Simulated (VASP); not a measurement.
# BAs (F-43m) in VASP: notebook

BAs is run at these levels: PBE, PBEsol; tasks: relaxation of cell and atoms, single point.

Everything below comes from runs of VASP 6.6.1. Logs are shortened: lines on timing, memory, paths and dates and some standing lists are left out, and cuts for length are marked.

**1. The cell of the first run**

It takes space group F-43m (No. 216, cubic). The conventional cell has a = 4.777 Å, b = 4.777 Å, c = 4.777 Å, α = 90.00°, β = 90.00°, γ = 90.00°. Within 2.7 Å of As (site symmetry -43m) lie 4 B at 2.07 Å. Within 2.7 Å of B (site symmetry -43m) lie 4 As at 2.07 Å.

**2. Relaxation of cell and atoms, PBE, target pressure 20 GPa, at which the enthalpy is minimised**

Contents of INCAR:

```
SYSTEM = BAs
PREC = Accurate ; ENCUT = 600
EDIFF = 1E-6 ; ISMEAR = -1
SIGMA = 0.05 ; LREAL = .False.
LASPH = .True. ; NELM = 80
ALGO = Normal ; ISIF = 3
LWAVE = .False. ; LCHARG = .False.
GGA = PE ; IBRION = 2
NSW = 80 ; EDIFFG = -0.005
PSTRESS = 200.0
```

Contents of KPOINTS:

```
Automatic mesh
0
Gamma
  10 10 10
  0 0 0
```

Contents of POSCAR:

```
BAs
1.0
    0.0000000000      2.3885000000      2.3885000000
    2.3885000000      0.0000000000      2.3885000000
    2.3885000000      2.3885000000      0.0000000000
As B
1 1
Direct
    0.7500000000      0.7500000000      0.7500000000
    0.0000000000      0.0000000000      0.0000000000
```

Potentials or basis: VASP PAW PBE potentials, release 64 (As, B).

On the command line:

```bash
cat potpaw_PBE.64/As/POTCAR potpaw_PBE.64/B/POTCAR > POTCAR
mpirun -np 1 vasp_std > vasp.out
```

OUTCAR:

```text
SYSTEM = BAs
   PREC = Accurate
   ENCUT = 600
   EDIFF = 1E-6
   ISMEAR = -1
   LREAL = .False.
   LASPH = .True.
   NELM = 80
   ISIF = 3
   GGA = PE
   IBRION = 2
   NSW = 80
   EDIFFG = -0.005
   PSTRESS = 200.0

 ion  position               nearest neighbor table
   1  0.750  0.750  0.750-   2 2.07   2 2.07   2 2.07   2 2.07
   2  0.000  0.000  0.000-   1 2.07   1 2.07   1 2.07   1 2.07

  LATTYP: Found a face centered cubic cell.
 ALAT       =     4.7770000000

  Lattice vectors:

 A1 = (   0.0000000000,   2.3885000000,   2.3885000000)
 A2 = (   2.3885000000,   0.0000000000,   2.3885000000)
 A3 = (   2.3885000000,   2.3885000000,   0.0000000000)

Analysis of symmetry for initial positions (statically):
=====================================================================
 Subroutine PRICEL returns:
 Original cell was already a primitive cell.

 Routine SETGRP: Setting up the symmetry group for a
 face centered cubic supercell.

 Subroutine GETGRP returns: Found 24 space group operations
 (whereof 24 operations were pure point group operations)
 out of a pool of 48 trial point group operations.

The static configuration has the point symmetry T_d .

Analysis of symmetry for dynamics (positions and initial velocities):
=====================================================================
 Subroutine PRICEL returns:
 Original cell was already a primitive cell.

 Routine SETGRP: Setting up the symmetry group for a
 face centered cubic supercell.

 Subroutine GETGRP returns: Found 24 space group operations
 (whereof 24 operations were pure point group operations)
 out of a pool of 48 trial point group operations.

The dynamic configuration has the point symmetry T_d .

 Subroutine INISYM returns: Found 24 space group operations
 (whereof 24 operations are pure point group operations),
 and found     1 'primitive' translations

----------------------------------------------------------------------------------------

                                     Primitive cell

  volume of cell :      27.2525

  direct lattice vectors                    reciprocal lattice vectors
     0.000000000  2.388500000  2.388500000    -0.209336404  0.209336404  0.209336404
     2.388500000  0.000000000  2.388500000     0.209336404 -0.209336404  0.209336404
     2.388500000  2.388500000  0.000000000     0.209336404  0.209336404 -0.209336404

  length of vectors
     3.377849094  3.377849094  3.377849094     0.362581287  0.362581287  0.362581287

  position of ions in fractional coordinates (direct lattice)
     0.750000000  0.750000000  0.750000000
     0.000000000  0.000000000  0.000000000

  ion indices of the primitive-cell ions
   primitive index   ion index
                 1           1
                 2           2

----------------------------------------------------------------------------------------

 KPOINTS: Automatic mesh

Automatic generation of k-mesh.
 Grid dimensions read from file:
 generate k-points for:   10   10   10

 Generating k-lattice:

  Cartesian coordinates                     Fractional coordinates (reciprocal lattice)
    -0.020933640  0.020933640  0.020933640     0.100000000  0.000000000  0.000000000
     0.020933640 -0.020933640  0.020933640     0.000000000  0.100000000  0.000000000
     0.020933640  0.020933640 -0.020933640     0.000000000  0.000000000  0.100000000

  Length of vectors
     0.036258129  0.036258129  0.036258129

  Shift w.r.t. Gamma in fractional coordinates (k-lattice)
     0.000000000  0.000000000  0.000000000

 Subroutine IBZKPT returns following result:
 ===========================================

 Found     47 irreducible k-points:

 Following reciprocal coordinates:
            Coordinates               Weight
  0.000000  0.000000  0.000000      1.000000
  0.100000  0.000000  0.000000      8.000000
  0.200000  0.000000  0.000000      8.000000
  0.300000  0.000000  0.000000      8.000000
  0.400000  0.000000  0.000000      8.000000
  0.500000  0.000000  0.000000      4.000000
[... 16 lines left out ...]
  0.300000  0.300000  0.000000      6.000000
  0.400000  0.300000  0.000000     24.000000
 [... further k-points ...]
   k-points           NKPTS =     47   k-points in BZ     NKDIM =     47   number of bands    NBANDS=      8
   number of dos      NEDOS =    301   number of ions     NIONS =      2
   total plane-waves  NPLWV =  21952
   dimension x,y,z NGX =    28 NGY =   28 NGZ =   28
   dimension x,y,z NGXF=    56 NGYF=   56 NGZF=   56
   ions per type =               1   1
   NGX,Y,Z   is equivalent  to a cutoff of  13.78, 13.78, 13.78 a.u.
   NGXF,Y,Z  is equivalent  to a cutoff of  27.56, 27.56, 27.56 a.u.
 SYSTEM =  BAs
   PREC   = accura    normal or accurate (medium, high low for compatibility)
   ISTART =      0    job   : 0-new  1-cont  2-samecut
   ICHARG =      2    charge: 1-file 2-atom 10-const
   ISPIN  =      1    spin polarized calculation?
   LNONCOLLINEAR =      F non collinear calculations
   LSORBIT =      F    spin-orbit coupling
   LASPH  =      T    aspherical Exc in radial PAW
   ENCUT  =  600.0 eV  44.10 Ry    6.64 a.u.   6.75  6.75  6.75*2*pi/ulx,y,z
   NELM   =     80;   NELMIN=  2; NELMDL= -5     # of ELM steps
   EDIFF  = 0.1E-05   stopping-criterion for ELM
   LREAL  =      F    real-space projection
   EDIFFG = -.5E-02   stopping-criterion for IOM
   NSW    =     80    number of steps for IOM
   IBRION =      2    ionic relax: 0-MD 1-quasi-New 2-CG
   NFREE  =      1    steps in history (QN), initial steepest desc. (CG)
   ISIF   =      3    stress and relaxation
   ISYM   =      2    0-nonsym 1-usesym 2-fastsym
   POTIM  = 0.5000    time-step for ionic-motion
   TEBEG  =    0.0;   TEEND  =   0.0 temperature during run
   PSTRESS=  200.0 pullay stress
   NELECT =       8.0000    total number of electrons
   NUPDOWN=      -1.0000    fix difference up-down
   EMIN   =  10.00;   EMAX   =-10.00  energy-range for DOS
   EFERMI =   0.00;   METHOD = LEGACY
   ISMEAR =    -1;   SIGMA  =   0.05  broadening in eV -4-tet -1-fermi 0-gaus
   EFERMI_NEDOS =   21; number of points for ismear=-14 and -15
   IALGO  =     38    algorithm
   IMIX   =      4    mixing-type and parameters
     AMIX     =   0.40;   BMIX     =  1.00
     AMIX_MAG =   1.60;   BMIX_MAG =  1.00
  volume/ion in A,a.u.               =      13.63        91.95
  Fermi-wavevector in a.u.,A,eV,Ry     =   1.088018  2.056057 16.106360  1.183784
  Thomas-Fermi vector in A             =   2.224191
   LORBIT       =      0    0 simple, 1 ext, 2 COOP (PROOUT), +10 PAW based schemes
   GGA     = PE    functional components
   LHFCALC =     F    Hartree Fock is set to
   AEXX    =    0.0000 exact exchange contribution
   IVDW    =     0    specifies the selected vdW correction
   LEPSILON=     F    determine dielectric tensor
   LRPA    =     F    only Hartree local field effects (RPA)
 conjugate gradient relaxation of ions
 non-spin polarized calculation
  energy-cutoff  :      600.00
  volume of cell :       27.25
 maximum number of plane-waves:       941
   NGX = 13   NGY = 13   NGZ = 13

--------------------------------------- Ionic step        1  -------------------------------------------

 number of electron       8.0000000 magnetization

 Free energy of the ion-electron system (eV)
  ---------------------------------------------------
  ext. energy  EPLUGINS =         0.00000000
  ---------------------------------------------------
  free energy    TOTEN  =       -11.40730621 eV

  energy without entropy =      -11.40730612  energy(sigma->0) =      -11.40730617

------------------------ aborting loop because EDIFF is reached ----------------------------------------

  FORCE on cell =-STRESS in cart. coord.  units (eV):
  Direction    XX          YY          ZZ          XY          YZ          ZX
  --------------------------------------------------------------------------------------
  -------------------------------------------------------------------------------------
  Total        0.5813436      0.5813436      0.5813436     -0.0000000      0.0000000      0.0000000
  in kB       34.1773018     34.1773018     34.1773018     -0.0000000      0.0000000      0.0000000
  external PRESSURE =    -165.8226982 kB  Pullay stress =     200.0000000 kB
[... 213 lines left out ...]
  enthalpy is  TOTEN    =        -8.1415613001 eV   P V=        3.1018490939

--------------------------------------- Ionic step        7  -------------------------------------------

 number of electron       8.0000000 magnetization

 Free energy of the ion-electron system (eV)
  ---------------------------------------------------
  ext. energy  EPLUGINS =         0.00000000
  ---------------------------------------------------
  free energy    TOTEN  =       -11.23809236 eV

  energy without entropy =      -11.23809214  energy(sigma->0) =      -11.23809225

 E-fermi :   7.7259     XC(G=0): -10.9964

 val. band max:        7.2061784357   @ k =   0.0000   0.0000   0.0000
 cond. band min:       8.2804895253   @ k =   0.4000   0.4000   0.0000
 fundamental gap:      1.0743110895
 Fermi energy:         7.7259176924

 k-point     1 :       0.0000    0.0000    0.0000
  band No.  band energies     occupation
      1      -9.0900      2.00000
      2       7.2062      1.99994
      3       7.2062      1.99994
      4       7.2062      1.99994
      5      10.6086      0.00000
      6      10.6086      0.00000
      7      10.6086      0.00000
      8      13.1189      0.00000
[... 243 lines left out ...]
 k-point    24 :       0.4000    0.3000    0.0000
  band No.  band energies     occupation
      1      -6.1841      2.00000
      2       0.4873      2.00000
      3       2.8253      2.00000
      4       3.3663      2.00000
      5       8.8488      0.00000
      6      10.6145      0.00000
      7      16.7403      0.00000
      8      16.9050      0.00000

 [... further k-points ...]
[... 5 lines left out ...]
  --------------------------------------------------------------------------------------
  -------------------------------------------------------------------------------------
  Total        3.0960988      3.0960988      3.0960988     -0.0000000     -0.0000000     -0.0000000
  in kB      199.9753189    199.9753189    199.9753189     -0.0000000     -0.0000000     -0.0000000
  external PRESSURE =      -0.0246811 kB  Pullay stress =     200.0000000 kB
[... 17 lines left out ...]
  FREE ENERGIE OF THE ION-ELECTRON SYSTEM (eV)
  ---------------------------------------------------
  free  energy   TOTEN  =       -11.2380923649 eV

  energy  without entropy=      -11.2380921450  energy(sigma->0) =      -11.23809225

  enthalpy is  TOTEN    =        -8.1416114792 eV   P V=        3.0964808857

 reached required accuracy - stopping structural energy minimisation
```

It took 87 s on 1 thread of Intel Xeon 8259CL, shared host; peak memory 0.17 GiB.

What came out:

| Quantity | Value |
| --- | --- |
| Free energy | -11.2381 eV |
| Relaxed volume | 12.40 Å³/atom |
| Relaxed cell | a = 3.274 Å, b = 3.274 Å, c = 3.274 Å, α = 60.00°, β = 60.00°, γ = 60.00° |
| Space group after relaxing (to 0.05 Å) | F-43m (No. 216) |
| Energy change on relaxing (the enthalpy is what falls) | +84.6 meV/atom |
| Ionic steps | 7 |
| Pressure after relaxing | 20.0 GPa |
| Band gap on the k mesh | 1.07 eV, indirect (least direct gap 3.40 eV) |

The path:
```
step  energy change (eV)  largest force (eV/Å)  pressure (GPa)  volume (Å³)
   1              0.0000                0.0000            3.42        27.25
   2              0.7494                0.0000           50.37        22.06
   3              0.1615                0.0000           19.48        24.87
   4              0.1683                0.0000           19.93        24.81
   5              0.1742                0.0000           20.34        24.77
   6              0.1639                0.0000           19.64        24.85
   7              0.1692                0.0000           20.00        24.81
```

Final structure:
```
CELL_PARAMETERS angstrom
0.00000 2.31476 2.31476
2.31476 0.00000 2.31476
2.31476 2.31476 0.00000
ATOMIC_POSITIONS crystal
As 0.75000 0.75000 0.75000
B 0.00000 0.00000 0.00000
```

Levels at points of the mesh, in eV from the valence-band top:
```csv
k point,band 1,band 2,band 3,band 4,band 5,band 6,band 7,band 8
"(0.00, 0.00, 0.00)",-16.30,0.00,0.00,0.00,3.40,3.40,3.40,5.91
"(0.50, 0.00, 0.00)",-13.07,-9.51,-1.99,-1.99,3.27,4.88,4.88,9.03
"(0.50, 0.50, 0.00)",-11.60,-9.08,-4.49,-4.49,1.30,1.35,12.29,12.29
```

Caveat: the cell is relaxed towards a set pressure, so the enthalpy falls and the energy may rise. Expect the measured gap to be larger: semilocal functionals such as PBE lack the derivative discontinuity.

[end of part 1 of 3]
